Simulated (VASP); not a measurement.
# ZnIr (P-6m2) in VASP: a series of runs

ZnIr is run at these levels: LDA; tasks: single point.

Everything below comes from runs of VASP 6.6.1. Logs are shortened: lines on timing, memory, paths and dates and some standing lists are left out, and cuts for length are marked.

## 1. The cell of the first run

It takes space group P-6m2 (No. 187, hexagonal). The conventional cell has a = 2.777 Å, b = 2.777 Å, c = 4.164 Å, α = 90.00°, β = 90.00°, γ = 120.00°. Within 3.5 Å of Zn (site symmetry -6m2) lie 6 Ir at 2.63 Å and 6 Zn at 2.78 Å. Ir (site symmetry -6m2) has 6 Zn at 2.63 Å and 6 Ir at 2.78 Å within 3.5 Å.

## 2. Single point, LDA, collinear spin, zero start

INCAR

```
SYSTEM = ZnIr
ALGO     = Normal         ! electronic algorithm
EDIFF    = 1E-6           ! SCF threshold, eV
ENCUT    = 520            ! plane-wave cutoff, eV
ISIF     = 2              ! what is computed and relaxed
ISMEAR   = -1             ! smearing method
ISPIN    = 2              ! spin polarisation
LASPH    = .TRUE.         ! aspherical terms in the spheres
LCHARG   = .TRUE.         ! write CHGCAR
LELF     = .TRUE.         ! ELF
LMAXMIX  = 4              ! l up to which the mixer works
LORBIT   = 11             ! projections on sites
LREAL    = .FALSE.        ! projectors in reciprocal space
LVHAR    = .TRUE.       
LWAVE    = .FALSE.        ! write WAVECAR
MAGMOM   = 0 0            ! initial moments
NBANDS   = 22             ! bands
NELM     = 150            ! most SCF steps
NUPDOWN  = 0.0            ! fixed moment
PREC     = Accurate       ! precision mode
SIGMA    = 0.03           ! smearing width, eV
```

KPOINTS

```
k-points
0
G
  14 14 8
  0 0 0
```

POSCAR

```
ZnIr
1.0
    2.7771790596      0.0000000000      0.0000000000
   -1.3885895298      2.4051076165      0.0000000000
    0.0000000000      0.0000000000      4.1638620700
Zn Ir
1 1
Direct
    0.6666666667      0.3333333333      0.5000000000
    0.0000000000      0.0000000000      0.0000000000
```

Potentials or basis: VASP PAW LDA potentials, release 64 (Zn, Ir).

On the command line:

```console
$ cat potpaw_LDA.64/Zn/POTCAR potpaw_LDA.64/Ir/POTCAR > POTCAR
$ mpirun -np 1 vasp_std > vasp.out
```

OUTCAR:

```text
SYSTEM = ZnIr
   EDIFF = 1E-6
   ENCUT = 520
   ISIF = 2
   ISMEAR = -1
   ISPIN = 2
   LASPH = .TRUE.
   LORBIT = 11
   LREAL = .FALSE.
   NELM = 150
   NUPDOWN = 0.0
   PREC = Accurate

 ion  position               nearest neighbor table
   1  0.667  0.333  0.500-   2 2.63   2 2.63   2 2.63   2 2.63   2 2.63   2 2.63
   2  0.000  0.000  0.000-   1 2.63   1 2.63   1 2.63   1 2.63   1 2.63   1 2.63

  LATTYP: Found a hexagonal cell.
 ALAT       =     2.7771790596
 C/A-ratio  =     1.4993135050

  Lattice vectors:

 A1 = (   2.7771790596,   0.0000000000,   0.0000000000)
 A2 = (  -1.3885895298,   2.4051076165,   0.0000000000)
 A3 = (   0.0000000000,   0.0000000000,   4.1638620700)

Analysis of symmetry for initial positions (statically):
=====================================================================
 Subroutine PRICEL returns:
 Original cell was already a primitive cell.

 Routine SETGRP: Setting up the symmetry group for a
 hexagonal supercell.

 Subroutine GETGRP returns: Found 12 space group operations
 (whereof 12 operations were pure point group operations)
 out of a pool of 24 trial point group operations.

The static configuration has the point symmetry D_3h.

Analysis of symmetry for dynamics (positions and initial velocities):
=====================================================================
 Subroutine PRICEL returns:
 Original cell was already a primitive cell.

 Routine SETGRP: Setting up the symmetry group for a
 hexagonal supercell.

 Subroutine GETGRP returns: Found 12 space group operations
 (whereof 12 operations were pure point group operations)
 out of a pool of 24 trial point group operations.

The dynamic configuration has the point symmetry D_3h.

Analysis of structural, dynamic, and magnetic symmetry:
=====================================================================
 Subroutine PRICEL returns:
 Original cell was already a primitive cell.

 Routine SETGRP: Setting up the symmetry group for a
 hexagonal supercell.

 Subroutine GETGRP returns: Found 12 space group operations
 (whereof 12 operations were pure point group operations)
 out of a pool of 24 trial point group operations.

The overall configuration has the point symmetry D_3h.

 Subroutine INISYM returns: Found 12 space group operations
 (whereof 12 operations are pure point group operations),
 and found     1 'primitive' translations

----------------------------------------------------------------------------------------

                                     Primitive cell

  volume of cell :      27.8122

  direct lattice vectors                    reciprocal lattice vectors
     2.777179060  0.000000000  0.000000000     0.360077611  0.207890905  0.000000000
    -1.388589530  2.405107617  0.000000000     0.000000000  0.415781811  0.000000000
     0.000000000  0.000000000  4.163862070     0.000000000  0.000000000  0.240161654

  length of vectors
     2.777179060  2.777179060  4.163862070     0.415781811  0.415781811  0.240161654

  position of ions in fractional coordinates (direct lattice)
     0.666666667  0.333333333  0.500000000
     0.000000000  0.000000000  0.000000000

  ion indices of the primitive-cell ions
   primitive index   ion index
                 1           1
                 2           2

----------------------------------------------------------------------------------------

 KPOINTS: k-points

Automatic generation of k-mesh.
 Grid dimensions read from file:
 generate k-points for:   14   14    8

 Generating k-lattice:

  Cartesian coordinates                     Fractional coordinates (reciprocal lattice)
     0.025719829  0.014849350  0.000000000     0.071428571  0.000000000  0.000000000
     0.000000000  0.029698701  0.000000000     0.000000000  0.071428571  0.000000000
     0.000000000  0.000000000  0.030020207     0.000000000  0.000000000  0.125000000

  Length of vectors
     0.029698701  0.029698701  0.030020207

  Shift w.r.t. Gamma in fractional coordinates (k-lattice)
     0.000000000  0.000000000  0.000000000

 Subroutine IBZKPT returns following result:
 ===========================================

 Found    120 irreducible k-points:

 Following reciprocal coordinates:
            Coordinates               Weight
  0.000000  0.000000  0.000000      1.000000
  0.071429  0.000000  0.000000      6.000000
  0.142857 -0.000000  0.000000      6.000000
  0.214286 -0.000000  0.000000      6.000000
  0.285714  0.000000  0.000000      6.000000
  0.357143  0.000000  0.000000      6.000000
[... 16 lines left out ...]
  0.285714  0.285714  0.000000      6.000000
  0.357143  0.285714  0.000000      6.000000
 [... further k-points ...]
   k-points           NKPTS =    120   k-points in BZ     NKDIM =    120   number of bands    NBANDS=     22
   number of dos      NEDOS =    301   number of ions     NIONS =      2
   total plane-waves  NPLWV =  18432
   dimension x,y,z NGX =    24 NGY =   24 NGZ =   32
   dimension x,y,z NGXF=    48 NGYF=   48 NGZF=   64
   ions per type =               1   1
   NGX,Y,Z   is equivalent  to a cutoff of  14.37, 14.37, 12.78 a.u.
   NGXF,Y,Z  is equivalent  to a cutoff of  28.73, 28.73, 25.55 a.u.
 SYSTEM =  ZnIr
   PREC   = accura    normal or accurate (medium, high low for compatibility)
   ISTART =      0    job   : 0-new  1-cont  2-samecut
   ICHARG =      2    charge: 1-file 2-atom 10-const
   ISPIN  =      2    spin polarized calculation?
   LNONCOLLINEAR =      F non collinear calculations
   LSORBIT =      F    spin-orbit coupling
   LASPH  =      T    aspherical Exc in radial PAW
   ENCUT  =  520.0 eV  38.22 Ry    6.18 a.u.   5.16  5.16  7.74*2*pi/ulx,y,z
   NELM   =    150;   NELMIN=  2; NELMDL= -5     # of ELM steps
   EDIFF  = 0.1E-05   stopping-criterion for ELM
   LREAL  =      F    real-space projection
   EDIFFG = 0.1E-04   stopping-criterion for IOM
   NSW    =      0    number of steps for IOM
   IBRION =     -1    ionic relax: 0-MD 1-quasi-New 2-CG
   NFREE  =      0    steps in history (QN), initial steepest desc. (CG)
   ISIF   =      2    stress and relaxation
   ISYM   =      2    0-nonsym 1-usesym 2-fastsym
   POTIM  = 0.5000    time-step for ionic-motion
   TEBEG  =    0.0;   TEEND  =   0.0 temperature during run
   PSTRESS=    0.0 pullay stress
   NELECT =      21.0000    total number of electrons
   NUPDOWN=       0.0000    fix difference up-down
   EMIN   =  10.00;   EMAX   =-10.00  energy-range for DOS
   EFERMI =   0.00;   METHOD = LEGACY
   ISMEAR =    -1;   SIGMA  =   0.03  broadening in eV -4-tet -1-fermi 0-gaus
   EFERMI_NEDOS =   21; number of points for ismear=-14 and -15
   IALGO  =     38    algorithm
   IMIX   =      4    mixing-type and parameters
     AMIX     =   0.40;   BMIX     =  1.00
     AMIX_MAG =   1.60;   BMIX_MAG =  1.00
  volume/ion in A,a.u.               =      13.91        93.84
  Fermi-wavevector in a.u.,A,eV,Ry     =   1.490744  2.817097 30.236460  2.222317
  Thomas-Fermi vector in A             =   2.603487
   LORBIT       =     11    0 simple, 1 ext, 2 COOP (PROOUT), +10 PAW based schemes
   GGA     = CA    functional components
   LHFCALC =     F    Hartree Fock is set to
   AEXX    =    0.0000 exact exchange contribution
   IVDW    =     0    specifies the selected vdW correction
   LEPSILON=     F    determine dielectric tensor
   LRPA    =     F    only Hartree local field effects (RPA)
 spin polarized calculation
  energy-cutoff  :      520.00
  volume of cell :       27.81
 maximum number of plane-waves:       760
 NGX is ok and might be reduce to    24
   NGX = 11   NGY = 11   NGZ = 15

 number of electron      20.9999992 magnetization      -0.0000000

 number of electron      20.9999992 magnetization       0.0000000

 Free energy of the ion-electron system (eV)
  ---------------------------------------------------
  ext. energy  EPLUGINS =         0.00000000
  ---------------------------------------------------
  free energy    TOTEN  =       -12.55222084 eV

  energy without entropy =      -12.55045169  energy(sigma->0) =      -12.55133627

 E-fermi :   6.3556     XC(G=0): -13.3274

 val. band max:        6.3456379225   @ k =   0.0714   0.0000   0.2500
 cond. band min:       6.4035448259   @ k =   0.2857   0.0714   0.3750
 fundamental gap:      0.0579069034
 Fermi energy:         6.3555780314

 spin component 1

 k-point     1 :       0.0000    0.0000    0.0000
  band No.  band energies     occupation
      1      -4.1814      1.00000
      2      -1.6024      1.00000
      3      -0.8549      1.00000
      4      -0.8549      1.00000
      5      -0.5178      1.00000
      6      -0.5178      1.00000
[... 14 lines left out ...]
     21      28.8487      0.00000
     22      28.8487      0.00000
[... 552 lines left out ...]
  band No.  band energies     occupation
      1      -1.2859      1.00000
      2      -1.1633      1.00000
      3      -0.9211      1.00000
      4      -0.8365      1.00000
      5      -0.8264      1.00000
      6       2.5668      1.00000
[... 14 lines left out ...]
     21      34.0628      0.00000
     22      34.9322      0.00000

 [... further k-points ...]

 spin component 2

 k-point     1 :       0.0000    0.0000    0.0000
  band No.  band energies     occupation
      1      -4.1814      1.00000
      2      -1.6024      1.00000
      3      -0.8549      1.00000
      4      -0.8549      1.00000
      5      -0.5178      1.00000
      6      -0.5178      1.00000
[... 14 lines left out ...]
     21      28.8487      0.00000
     22      28.8487      0.00000
[... 552 lines left out ...]
  band No.  band energies     occupation
      1      -1.2859      1.00000
      2      -1.1633      1.00000
      3      -0.9211      1.00000
      4      -0.8365      1.00000
      5      -0.8264      1.00000
      6       2.5668      1.00000
[... 14 lines left out ...]
     21      34.0628      0.00000
     22      34.9322      0.00000

 [... further k-points ...]

------------------------ aborting loop because EDIFF is reached ----------------------------------------

  FORCE on cell =-STRESS in cart. coord.  units (eV):
  Direction    XX          YY          ZZ          XY          YZ          ZX
  --------------------------------------------------------------------------------------
  -------------------------------------------------------------------------------------
  Total       -1.4042572     -1.4042572     -1.3118075      0.0000000      0.0000000      0.0000000
  in kB      -80.8951537    -80.8951537    -75.5693995      0.0000000      0.0000000      0.0000000
  external PRESSURE =     -79.1199023 kB  Pullay stress =       0.0000000 kB

 VOLUME and BASIS-vectors are now :
 -----------------------------------------------------------------------------
  energy-cutoff  :      520.00
  volume of cell :       27.81
      direct lattice vectors                 reciprocal lattice vectors
     2.777179060  0.000000000  0.000000000     0.360077611  0.207890905  0.000000000
    -1.388589530  2.405107617  0.000000000     0.000000000  0.415781811  0.000000000
     0.000000000  0.000000000  4.163862070     0.000000000  0.000000000  0.240161654

 POSITION                                       TOTAL-FORCE (eV/Angst)
 -----------------------------------------------------------------------------------
      1.38859      0.80170      2.08193        -0.000000      0.000000      0.000000
      0.00000      0.00000      0.00000         0.000000      0.000000      0.000000
 -----------------------------------------------------------------------------------
    total drift:                               -0.000000      0.000000      0.000000

  FREE ENERGIE OF THE ION-ELECTRON SYSTEM (eV)
  ---------------------------------------------------
  free  energy   TOTEN  =       -12.5522208404 eV

  energy  without entropy=      -12.5504516939  energy(sigma->0) =      -12.55133627

 total charge

# of ion       s       p       d       tot
------------------------------------------
    1        0.596   0.546   9.780  10.922
    2        0.636   0.609   7.088   8.333
--------------------------------------------------
tot          1.232   1.155  16.867  19.254

 magnetization (x)

# of ion       s       p       d       tot
------------------------------------------
    1       -0.000   0.000  -0.000   0.000
    2       -0.000  -0.000   0.000  -0.000
--------------------------------------------------
tot         -0.000  -0.000   0.000  -0.000
```

It took 50 s on 1 thread of Intel Xeon 6975P-C (Granite Rapids), shared host; peak memory 0.23 GiB.

Results:

* Free energy: -12.5522 eV
* Pressure: -7.9 GPa
* Net moment: 0.00 μB per cell
* Valence electrons inside the program's atomic spheres: Zn 10.92; Ir 8.33

Caveat: the cell stands under tension; spin-orbit coupling is left out, which moves the levels of the heavy elements; the total moment is fixed, so each spin has its own Fermi level.

## 3. Single point, LDA, collinear spin

INCAR

```
PREC = Accurate
ENCUT = 520
EDIFF = 1E-7
ISMEAR = -1
SIGMA = 0.03
LREAL = F
LASPH = T
NELM = 150
ALGO = Normal
ISIF = 2
LWAVE = F
LCHARG = F
ISPIN = 2
MAGMOM = 0 0.1
LORBIT = 11
NUPDOWN = 0.1
LMAXMIX = 4
NBANDS = 22
```

KPOINTS

```
Automatic mesh
0
Gamma
  14 14 8
```

POSCAR is that of step 2.

Potentials or basis: VASP PAW LDA potentials, release 64 (Zn, Ir).

On the command line:

```console
$ cat potpaw_LDA.64/Zn/POTCAR potpaw_LDA.64/Ir/POTCAR > POTCAR
$ mpirun -np 1 vasp_std > vasp.out
```

Run time: 51 s. Hardware: 1 thread of Intel Xeon 6975P-C (Granite Rapids), shared host; peak memory 0.23 GiB.

Results (log left out):

* Free energy: -12.5456 eV
* Pressure: -7.8 GPa
* Net moment: 0.10 μB per cell
* Site moments: Zn +0.01; Ir +0.08 μB
* Valence electrons inside the program's atomic spheres: Zn 10.92; Ir 8.33

Stress tensor (GPa, compression positive):
```
-8.06  0.00  0.00
 0.00 -8.06  0.00
 0.00  0.00 -7.33
```

Caveat: the cell stands under tension; spin-orbit coupling is left out, which moves the levels of the heavy elements; the total moment is fixed, so each spin has its own Fermi level and the state may be an excited one.
